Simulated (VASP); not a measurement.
# InSb3 (Fm-3m) in VASP: a series of runs

Runs on InSb3. Level: PBEsol+D3(BJ). Tasks: single point.

All numbers are computed with VASP 6.6.1; they aren't measurements. Logs are shortened: lines on timing, memory, paths and dates and some standing lists are left out, and cuts for length are marked.

### Step 1. The cell of the first run

The structure is cubic, space group Fm-3m (No. 225). Conventional cell: a = 7.324 Å, b = 7.324 Å, c = 7.324 Å, α = 90.00°, β = 90.00°, γ = 90.00°. In (site symmetry m-3m) has 14 Sb at 3.17 to 3.66 Å within 4.2 Å. Within 4.2 Å of Sb (site symmetry -43m) lie 4 In at 3.17 Å and 10 Sb at 3.17 to 3.66 Å. Within 4.2 Å of Sb (site symmetry m-3m) lie 8 Sb at 3.17 Å and 6 In at 3.66 Å.

### Step 2. Single point, PBEsol+D3(BJ)

The input, INCAR:

```
SYSTEM = InSb3
PREC = Accurate
ENCUT = 500
EDIFF = 1E-6
ISMEAR = 0
SIGMA = 0.1
LREAL = .FALSE.
LASPH = .TRUE.
NELM = 120
ALGO = Normal
ISIF = 2
LWAVE = .FALSE.
LCHARG = .TRUE.
GGA = PS
IVDW = 12
LELF = .TRUE.
LVHAR = .TRUE.
NBANDS = 22
GGA_COMPAT = .FALSE.
```

The input, KPOINTS:

```
regular mesh
0
G
  10 10 10
  0 0 0
```

The input, POSCAR:

```
InSb3
1.0
    0.0000000000      3.6620664039      3.6620664039
    3.6620664039      0.0000000000      3.6620664039
    3.6620664039      3.6620664039      0.0000000000
In Sb
1 3
Direct
    0.0000000000      0.0000000000      0.0000000000
    0.2500000000      0.2500000000      0.2500000000
    0.7500000000      0.7500000000      0.7500000000
    0.5000000000      0.5000000000      0.5000000000
```

Potentials or basis: VASP PAW PBE potentials, release 64 (In_d, Sb).

On the command line:

```sh
$ cat potpaw_PBE.64/In_d/POTCAR potpaw_PBE.64/Sb/POTCAR > POTCAR
$ mpirun -np 1 vasp_std > vasp.out
```

OUTCAR:

```text
SYSTEM = InSb3
   PREC = Accurate
   ENCUT = 500
   EDIFF = 1E-6
   ISMEAR = 0
   LREAL = .FALSE.
   LASPH = .TRUE.
   NELM = 120
   ISIF = 2
   GGA = PS
   IVDW = 12
 IVDW          = 12

 ion  position               nearest neighbor table
   1  0.000  0.000  0.000-   2 3.17   3 3.17   3 3.17   3 3.17   3 3.17   2 3.17   2 3.17   2 3.17
                             4 3.66   4 3.66   4 3.66   4 3.66   4 3.66   4 3.66
   2  0.250  0.250  0.250-   1 3.17   4 3.17   1 3.17   1 3.17   1 3.17   4 3.17   4 3.17   4 3.17
                             3 3.66   3 3.66   3 3.66   3 3.66   3 3.66   3 3.66
   3  0.750  0.750  0.750-   1 3.17   4 3.17   4 3.17   4 3.17   4 3.17   1 3.17   1 3.17   1 3.17
                             2 3.66   2 3.66   2 3.66   2 3.66   2 3.66   2 3.66
   4  0.500  0.500  0.500-   2 3.17   3 3.17   2 3.17   2 3.17   2 3.17   3 3.17   3 3.17   3 3.17
                             1 3.66   1 3.66   1 3.66   1 3.66   1 3.66   1 3.66

  LATTYP: Found a face centered cubic cell.
 ALAT       =     7.3241328078

  Lattice vectors:

 A1 = (   0.0000000000,   3.6620664039,   3.6620664039)
 A2 = (   3.6620664039,   0.0000000000,   3.6620664039)
 A3 = (   3.6620664039,   3.6620664039,   0.0000000000)

Analysis of symmetry for initial positions (statically):
=====================================================================
 Subroutine PRICEL returns:
 Original cell was already a primitive cell.

 Routine SETGRP: Setting up the symmetry group for a
 face centered cubic supercell.

 Subroutine GETGRP returns: Found 48 space group operations
 (whereof 48 operations were pure point group operations)
 out of a pool of 48 trial point group operations.

The static configuration has the point symmetry O_h .

Analysis of symmetry for dynamics (positions and initial velocities):
=====================================================================
 Subroutine PRICEL returns:
 Original cell was already a primitive cell.

 Routine SETGRP: Setting up the symmetry group for a
 face centered cubic supercell.

 Subroutine GETGRP returns: Found 48 space group operations
 (whereof 48 operations were pure point group operations)
 out of a pool of 48 trial point group operations.

The dynamic configuration has the point symmetry O_h .

 Subroutine INISYM returns: Found 48 space group operations
 (whereof 48 operations are pure point group operations),
 and found     1 'primitive' translations

----------------------------------------------------------------------------------------

                                     Primitive cell

  volume of cell :      98.2220

  direct lattice vectors                    reciprocal lattice vectors
     0.000000000  3.662066404  3.662066404    -0.136534935  0.136534935  0.136534935
     3.662066404  0.000000000  3.662066404     0.136534935 -0.136534935  0.136534935
     3.662066404  3.662066404  0.000000000     0.136534935  0.136534935 -0.136534935

  length of vectors
     5.178943975  5.178943975  5.178943975     0.236485445  0.236485445  0.236485445

  position of ions in fractional coordinates (direct lattice)
     0.000000000  0.000000000  0.000000000
     0.250000000  0.250000000  0.250000000
     0.750000000  0.750000000  0.750000000
     0.500000000  0.500000000  0.500000000

  ion indices of the primitive-cell ions
   primitive index   ion index
                 1           1
                 2           2
                 3           3
                 4           4

----------------------------------------------------------------------------------------

 KPOINTS: regular mesh

Automatic generation of k-mesh.
 Grid dimensions read from file:
 generate k-points for:   10   10   10

 Generating k-lattice:

  Cartesian coordinates                     Fractional coordinates (reciprocal lattice)
    -0.013653494  0.013653494  0.013653494     0.100000000  0.000000000  0.000000000
     0.013653494 -0.013653494  0.013653494     0.000000000  0.100000000  0.000000000
     0.013653494  0.013653494 -0.013653494     0.000000000  0.000000000  0.100000000

  Length of vectors
     0.023648545  0.023648545  0.023648545

  Shift w.r.t. Gamma in fractional coordinates (k-lattice)
     0.000000000  0.000000000  0.000000000

 Subroutine IBZKPT returns following result:
 ===========================================

 Found     47 irreducible k-points:

 Following reciprocal coordinates:
            Coordinates               Weight
  0.000000  0.000000  0.000000      1.000000
  0.100000  0.000000  0.000000      8.000000
  0.200000  0.000000  0.000000      8.000000
  0.300000  0.000000  0.000000      8.000000
  0.400000  0.000000  0.000000      8.000000
  0.500000  0.000000  0.000000      4.000000
[... 16 lines left out ...]
  0.300000  0.300000  0.000000      6.000000
  0.400000  0.300000  0.000000     24.000000
 [... further k-points ...]
   k-points           NKPTS =     47   k-points in BZ     NKDIM =     47   number of bands    NBANDS=     22
   number of dos      NEDOS =    301   number of ions     NIONS =      4
   total plane-waves  NPLWV =  64000
   dimension x,y,z NGX =    40 NGY =   40 NGZ =   40
   dimension x,y,z NGXF=    80 NGYF=   80 NGZF=   80
   ions per type =               1   3
   NGX,Y,Z   is equivalent  to a cutoff of  12.84, 12.84, 12.84 a.u.
   NGXF,Y,Z  is equivalent  to a cutoff of  25.68, 25.68, 25.68 a.u.
 SYSTEM =  InSb3
   PREC   = accura    normal or accurate (medium, high low for compatibility)
   ISTART =      0    job   : 0-new  1-cont  2-samecut
   ICHARG =      2    charge: 1-file 2-atom 10-const
   ISPIN  =      1    spin polarized calculation?
   LNONCOLLINEAR =      F non collinear calculations
   LSORBIT =      F    spin-orbit coupling
   LASPH  =      T    aspherical Exc in radial PAW
   ENCUT  =  500.0 eV  36.75 Ry    6.06 a.u.   9.44  9.44  9.44*2*pi/ulx,y,z
   NELM   =    120;   NELMIN=  2; NELMDL= -5     # of ELM steps
   EDIFF  = 0.1E-05   stopping-criterion for ELM
   LREAL  =      F    real-space projection
   EDIFFG = 0.1E-04   stopping-criterion for IOM
   NSW    =      0    number of steps for IOM
   IBRION =     -1    ionic relax: 0-MD 1-quasi-New 2-CG
   NFREE  =      0    steps in history (QN), initial steepest desc. (CG)
   ISIF   =      2    stress and relaxation
   ISYM   =      2    0-nonsym 1-usesym 2-fastsym
   POTIM  = 0.5000    time-step for ionic-motion
   TEBEG  =    0.0;   TEEND  =   0.0 temperature during run
   PSTRESS=    0.0 pullay stress
   NELECT =      28.0000    total number of electrons
   NUPDOWN=      -1.0000    fix difference up-down
   EMIN   =  10.00;   EMAX   =-10.00  energy-range for DOS
   EFERMI =   0.00;   METHOD = LEGACY
   ISMEAR =     0;   SIGMA  =   0.10  broadening in eV -4-tet -1-fermi 0-gaus
   EFERMI_NEDOS =   21; number of points for ismear=-14 and -15
   IALGO  =     38    algorithm
   IMIX   =      4    mixing-type and parameters
     AMIX     =   0.40;   BMIX     =  1.00
     AMIX_MAG =   1.60;   BMIX_MAG =  1.00
  volume/ion in A,a.u.               =      24.56       165.71
  Fermi-wavevector in a.u.,A,eV,Ry     =   1.077436  2.036058 15.794559  1.160867
  Thomas-Fermi vector in A             =   2.213347
   LORBIT       =      0    0 simple, 1 ext, 2 COOP (PROOUT), +10 PAW based schemes
   GGA     = PS    functional components
   LHFCALC =     F    Hartree Fock is set to
   AEXX    =    0.0000 exact exchange contribution
   IVDW    =    12    specifies the selected vdW correction
   LEPSILON=     F    determine dielectric tensor
   LRPA    =     F    only Hartree local field effects (RPA)
 non-spin polarized calculation
 Gauss-broadening in eV      SIGMA  =   0.10
  energy-cutoff  :      500.00
  volume of cell :       98.22
 maximum number of plane-waves:      2521
 NGX is ok and might be reduce to    40
   NGX = 19   NGY = 19   NGZ = 19

 number of electron      28.0000004 magnetization

 Free energy of the ion-electron system (eV)
  ---------------------------------------------------
  ext. energy  EPLUGINS =         0.00000000
  ---------------------------------------------------
  free energy    TOTEN  =       -16.11228755 eV

  energy without entropy =      -16.10511928  energy(sigma->0) =      -16.10870341

 E-fermi :   9.1545     XC(G=0): -10.7320

 val. band max:        9.0970181100   @ k =  -0.3000   0.1000   0.0000
 cond. band min:       9.1606236361   @ k =   0.5000   0.0000   0.0000
 fundamental gap:      0.0636055261
 Fermi energy:         9.1545403693

 k-point     1 :       0.0000    0.0000    0.0000
  band No.  band energies     occupation
      1      -5.3082      2.00000
      2      -5.3082      2.00000
      3      -5.3082      2.00000
      4      -5.2608      2.00000
      5      -5.2608      2.00000
      6      -3.8541      2.00000
[... 14 lines left out ...]
     21      16.8171      0.00000
     22      16.8171      0.00000

 k-point     2 :       0.1000    0.0000    0.0000
  band No.  band energies     occupation
      1      -5.3106      2.00000
      2      -5.3072      2.00000
      3      -5.3072      2.00000
      4      -5.2612      2.00000
      5      -5.2612      2.00000
      6      -3.7715      2.00000
[... 14 lines left out ...]
     21      16.0180      0.00000
     22      16.5880      0.00000

 k-point     3 :       0.2000    0.0000    0.0000
  band No.  band energies     occupation
      1      -5.3173      2.00000
      2      -5.3047      2.00000
      3      -5.3047      2.00000
      4      -5.2620      2.00000
      5      -5.2620      2.00000
      6      -3.5240      2.00000
[... 14 lines left out ...]
     21      14.4526      0.00000
     22      15.8046      0.00000
[... 476 lines left out ...]
 k-point    23 :       0.3000    0.3000    0.0000
  band No.  band energies     occupation
      1      -5.3355      2.00000
      2      -5.2949      2.00000
      3      -5.2949      2.00000
      4      -5.2758      2.00000
      5      -5.2580      2.00000
      6      -2.8680      2.00000
[... 14 lines left out ...]
     21      13.8149      0.00000
     22      13.8149      0.00000

 k-point    24 :       0.4000    0.3000    0.0000
  band No.  band energies     occupation
      1      -5.3396      2.00000
      2      -5.2944      2.00000
      3      -5.2922      2.00000
      4      -5.2790      2.00000
      5      -5.2579      2.00000
      6      -2.4672      2.00000
[... 14 lines left out ...]
     21      13.9827      0.00000
     22      14.0061      0.00000

 [... further k-points ...]

------------------------ aborting loop because EDIFF is reached ----------------------------------------

 Edisp (eV)   -2.04498

 E8    (eV) :    -1.4209

  FORCE on cell =-STRESS in cart. coord.  units (eV):
  Direction    XX          YY          ZZ          XY          YZ          ZX
  --------------------------------------------------------------------------------------
  -------------------------------------------------------------------------------------
  Total       0.01766     0.01766     0.01766    -0.00000    -0.00000     0.00000
  in kB       0.28799     0.28799     0.28799    -0.00000    -0.00000     0.00000
  external pressure =        0.29 kB  Pullay stress =        0.00 kB

 VOLUME and BASIS-vectors are now :
 -----------------------------------------------------------------------------
  energy-cutoff  :      500.00
  volume of cell :       98.22
      direct lattice vectors                 reciprocal lattice vectors
     0.000000000  3.662066404  3.662066404    -0.136534935  0.136534935  0.136534935
     3.662066404  0.000000000  3.662066404     0.136534935 -0.136534935  0.136534935
     3.662066404  3.662066404  0.000000000     0.136534935  0.136534935 -0.136534935

 POSITION                                       TOTAL-FORCE (eV/Angst)
 -----------------------------------------------------------------------------------
      0.00000      0.00000      0.00000        -0.000000      0.000000     -0.000000
      1.83103      1.83103      1.83103        -0.000000     -0.000000     -0.000000
      5.49310      5.49310      5.49310         0.000000      0.000000      0.000000
      3.66207      3.66207      3.66207        -0.000000      0.000000     -0.000000
 -----------------------------------------------------------------------------------
    total drift:                               -0.000000      0.000000      0.000000

  FREE ENERGIE OF THE ION-ELECTRON SYSTEM (eV)
  ---------------------------------------------------
  free  energy   TOTEN  =       -18.1572667011 eV

  energy  without entropy=      -18.1500984321  energy(sigma->0) =      -18.15368257
```

Run time: 2.5 min. Hardware: 1 thread of Intel Xeon 8259CL, shared host; peak memory 0.3 GiB.

Results:

| Property | Result |
| --- | --- |
| Free energy | -18.1573 eV |
| Pressure | 0.0 GPa |
| Band gap on the k mesh | zero (bands 14 and 15 overlap by 3.19 eV) |
| Dispersion energy per atom | -0.511 eV |

Caveat: the PAW data sets were made with another functional, which shifts forces and pressure a little; spin-orbit coupling is left out, which moves the levels of the heavy elements.

### Step 3. Single point, PBEsol+D3(BJ)

The input, INCAR:

```
ALGO = Normal
EDIFF = 1E-6
ENCUT = 500
GGA = PS
GGA_COMPAT = False
ISIF = 2
ISMEAR = 0
IVDW = 12
LASPH = True
LCHARG = False
LREAL = False
LWAVE = False
NBANDS = 22
NELM = 120
PREC = Accurate
SIGMA = 0.1
```

The input, KPOINTS:

```
k-points
0
Gamma
  10 10 10
```

POSCAR is that of step 2.

Potentials or basis: VASP PAW PBE potentials, release 64 (In_d, Sb).

On the command line:

```sh
$ cat potpaw_PBE.64/In_d/POTCAR potpaw_PBE.64/Sb/POTCAR > POTCAR
$ mpirun -np 1 vasp_std > vasp.out
```

OUTCAR:

```text
EDIFF = 1E-6
   ENCUT = 500
   GGA = PS
   ISIF = 2
   ISMEAR = 0
   IVDW = 12
   LASPH = True
   LREAL = False
   NELM = 120
   PREC = Accurate
 IVDW          = 12

 ion  position               nearest neighbor table
   1  0.000  0.000  0.000-   2 3.17   3 3.17   3 3.17   3 3.17   3 3.17   2 3.17   2 3.17   2 3.17
                             4 3.66   4 3.66   4 3.66   4 3.66   4 3.66   4 3.66
   2  0.250  0.250  0.250-   1 3.17   4 3.17   1 3.17   1 3.17   1 3.17   4 3.17   4 3.17   4 3.17
                             3 3.66   3 3.66   3 3.66   3 3.66   3 3.66   3 3.66
   3  0.750  0.750  0.750-   1 3.17   4 3.17   4 3.17   4 3.17   4 3.17   1 3.17   1 3.17   1 3.17
                             2 3.66   2 3.66   2 3.66   2 3.66   2 3.66   2 3.66
   4  0.500  0.500  0.500-   2 3.17   3 3.17   2 3.17   2 3.17   2 3.17   3 3.17   3 3.17   3 3.17
                             1 3.66   1 3.66   1 3.66   1 3.66   1 3.66   1 3.66

  LATTYP: Found a face centered cubic cell.
 ALAT       =     7.3241328078

  Lattice vectors:

 A1 = (   0.0000000000,   3.6620664039,   3.6620664039)
 A2 = (   3.6620664039,   0.0000000000,   3.6620664039)
 A3 = (   3.6620664039,   3.6620664039,   0.0000000000)

Analysis of symmetry for initial positions (statically):
=====================================================================
[... 181 lines left out ...]
 fundamental gap:      0.0636055261
 Fermi energy:         9.1545403693

 k-point     1 :       0.0000    0.0000    0.0000
  band No.  band energies     occupation
      1      -5.3082      2.00000
      2      -5.3082      2.00000
      3      -5.3082      2.00000
      4      -5.2608      2.00000
      5      -5.2608      2.00000
      6      -3.8541      2.00000
[... 589 lines left out ...]
     21      13.9827      0.00000
     22      14.0061      0.00000

 [... further k-points ...]

------------------------ aborting loop because EDIFF is reached ----------------------------------------

 Edisp (eV)   -2.04498

 E8    (eV) :    -1.4209

  FORCE on cell =-STRESS in cart. coord.  units (eV):
  Direction    XX          YY          ZZ          XY          YZ          ZX
  --------------------------------------------------------------------------------------
  -------------------------------------------------------------------------------------
  Total       0.01766     0.01766     0.01766    -0.00000    -0.00000     0.00000
  in kB       0.28799     0.28799     0.28799    -0.00000    -0.00000     0.00000
  external pressure =        0.29 kB  Pullay stress =        0.00 kB

 VOLUME and BASIS-vectors are now :
 -----------------------------------------------------------------------------
  energy-cutoff  :      500.00
  volume of cell :       98.22
      direct lattice vectors                 reciprocal lattice vectors
     0.000000000  3.662066404  3.662066404    -0.136534935  0.136534935  0.136534935
     3.662066404  0.000000000  3.662066404     0.136534935 -0.136534935  0.136534935
     3.662066404  3.662066404  0.000000000     0.136534935  0.136534935 -0.136534935

 POSITION                                       TOTAL-FORCE (eV/Angst)
 -----------------------------------------------------------------------------------
      0.00000      0.00000      0.00000        -0.000000      0.000000     -0.000000
      1.83103      1.83103      1.83103        -0.000000     -0.000000     -0.000000
      5.49310      5.49310      5.49310         0.000000      0.000000      0.000000
      3.66207      3.66207      3.66207        -0.000000      0.000000     -0.000000
 -----------------------------------------------------------------------------------
    total drift:                               -0.000000      0.000000      0.000000

  FREE ENERGIE OF THE ION-ELECTRON SYSTEM (eV)
  ---------------------------------------------------
  free  energy   TOTEN  =       -18.1572667011 eV

  energy  without entropy=      -18.1500984321  energy(sigma->0) =      -18.15368257
```

stdout:

```text
POSCAR found type information on POSCAR InSb
 POSCAR found :  2 types and       4 ions
 scaLAPACK will be used
 -----------------------------------------------------------------------------
|                                                                             |
|                                                                             |
|     You enforced a specific xc type in the INCAR file but a different       |
|     I HOPE YOU KNOW WHAT YOU ARE DOING!                                     |
|                                                                             |
 -----------------------------------------------------------------------------

 LDA part: xc-table for (Slater+PW92), standard interpolation
 POSCAR, INCAR and KPOINTS ok, starting setup
 FFT: planning ... GRIDC
 FFT: planning ... GRID_SOFT
 FFT: planning ... GRID
 WAVECAR not read
 entering main loop
```

Run time: 2.2 min. Hardware: 1 thread of Intel Xeon 8259CL, shared host; peak memory 0.3 GiB.

What came out:

* Free energy: -18.1573 eV
* Pressure: 0.0 GPa
* Band gap on the k mesh: zero (bands 14 and 15 overlap by 3.19 eV)
* Dispersion energy per atom: -0.511 eV

Levels at points of the mesh, in eV from the Fermi level:
```tsv
k point	band 10	band 11	band 12	band 13	band 14	band 15	band 16	band 17	band 18	band 19
(0.00, 0.00, 0.00)	-2.76	-2.76	-2.64	-2.64	-2.64	-1.87	-0.84	-0.84	-0.84	3.38
(0.50, 0.00, 0.00)	-3.78	-3.78	-2.96	-2.96	0.01	0.19	2.15	2.15	3.14	3.14
(0.50, 0.50, 0.00)	-5.64	-5.64	0.75	1.09	1.09	1.75	2.03	2.03	2.03	4.53
```

Caveat: the PAW data sets were made with another functional, which shifts forces and pressure a little; spin-orbit coupling is left out, which moves the levels of the heavy elements.

[end of part 1 of 2]
